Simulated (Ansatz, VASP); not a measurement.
**One calculation of Rh, two programs**

```
Rh
1.0
     0.00000    1.90081    1.90081
     1.90081    0.00000    1.90081
     1.90081    1.90081    0.00000
Rh
1
Direct
  0.00000 0.00000 0.00000
```

Alike in both runs: task single point; functional r2SCAN; k mesh 14 × 14 × 14; occupations methfessel-paxton of order 1, width 0.01 eV; no spin polarisation.

```csv
,VASP,Ansatz
version,VASP 6.6.1,Ansatz 0.2.0
potentials or method,"VASP PAW PBE potentials, release 64 (Rh_sv_GW), cutoff 580 eV","plane waves (500 eV) with PAW, scalar-relativistic"
valence electrons in the cell,17,17
```

Ansatz gave:

* pressure (GPa): -0.4

**Question.** Estimate VASP's values.

**Answer.** Pressure (GPa): -2.0.

VASP's potentials were made for PBE, not for r2SCAN. With one functional, cell and mesh, what is left measures potentials, basis and numerics.
